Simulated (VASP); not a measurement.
A run of VASP 6.6.1 is set up as follows.

Contents of INCAR:

```
ALGO     = Normal         # electronic algorithm
EDIFF    = 1E-7           # SCF threshold, eV
EDIFFG   = -0.01          # ionic threshold
ENCUT    = 600            # plane-wave cutoff, eV
GGA      = PE             # functional
IBRION   = 2              # ionic algorithm
ISIF     = 4              # what is computed and relaxed
ISMEAR   = 0              # smearing method
LASPH    = T              # aspherical terms in the spheres
LCHARG   = F              # write CHGCAR
LREAL    = F              # projectors in reciprocal space
LWAVE    = F              # write WAVECAR
NELM     = 100            # most SCF steps
NSW      = 60             # ionic steps
PREC     = Accurate       # precision mode
SIGMA    = 0.05           # smearing width, eV
```

KPOINTS

```
k-points
0
Gamma
  10 10 8
```

The input POSCAR:

```
TePb
1.0
    4.4854768030      0.0000000000      0.0000000000
   -2.2427384015      3.8845368595      0.0000000000
    0.0000000000      0.0000000000      4.2169465250
Pb Te
1 1
Direct
    0.0000000000      0.0000000000      0.0000000000
    0.6666666667      0.3333333333      0.5000000000
```

Potentials or basis: VASP PAW PBE potentials, release 64 (Pb_d, Te).

The run is started by

```console
$ cat potpaw_PBE.64/Pb_d/POTCAR potpaw_PBE.64/Te/POTCAR > POTCAR
$ mpirun -np 1 vasp_std > vasp.out
```

Problem. What does it give for the band gap on the k mesh?

Solution. Zero (band 10 reaches 4.90 eV, above the bottom of band 11 at 4.51 eV).

Final structure:
```cif
data_structure
_symmetry_space_group_name_H-M 'P 1'
_symmetry_Int_Tables_number 1
_cell_length_a 4.4955
_cell_length_b 4.4955
_cell_length_c 4.1982
_cell_angle_alpha 90.000
_cell_angle_beta 90.000
_cell_angle_gamma 120.000
_cell_volume 73.48
loop_
_atom_site_label
_atom_site_type_symbol
_atom_site_fract_x
_atom_site_fract_y
_atom_site_fract_z
_atom_site_occupancy
Pb1 Pb 0.00000 0.00000 0.00000 1
Te1 Te 0.66667 0.33333 0.50000 1
```

Caveat: spin-orbit coupling is left out, which moves the levels of the heavy elements.
